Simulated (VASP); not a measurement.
The system is Ga.

```xyz
1
Lattice="-1.5550 1.5550 1.5550 1.5550 -1.5550 1.5550 1.5550 1.5550 -1.5550" Properties=species:S:1:pos:R:3 pbc="T T T"
Ga    0.0000    0.0000    0.0000
```

This isn't the form of Ga at room conditions, which is orthorhombic.

```yaml
Program: VASP 6.6.1
Task: relaxation of cell and atoms
Functional: PBE
Dispersion: D3(BJ)
Potentials_or_basis: VASP PAW PBE potentials, release 64 (Ga_d)
Cutoff: 500 eV
k_mesh: 8 × 8 × 8
Occupations: fermi-dirac, width 0.1 eV
Spin: no spin polarisation
```

At the start: pressure 17.2 GPa; volume 15.04 Å³/atom.

Problem. How do energy, volume and symmetry change on relaxing?

Solution. Over 3 steps the energy falls by 144.6 meV/atom and the volume is 18.24 Å³/atom (+21.3 %); space group Im-3m (No. 229, to 0.1 Å) before and after.

Step by step:
```tsv
step	energy change (eV)	largest force (eV/Å)	pressure (GPa)	volume (Å³)
1	0.0000	0.0000	17.18	15.04
2	-0.1419	0.0000	-1.53	18.83
3	-0.1446	0.0000	0.09	18.24
```

Final structure:
```xyz
1
Lattice="-1.6584 1.6584 1.6584 1.6584 -1.6584 1.6584 1.6584 1.6584 -1.6584" Properties=species:S:1:pos:R:3 pbc="T T T"
Ga    0.0000    0.0000    0.0000
```

Caveat: the volume moved by over 15 % at a fixed basis, so the end points are rough.
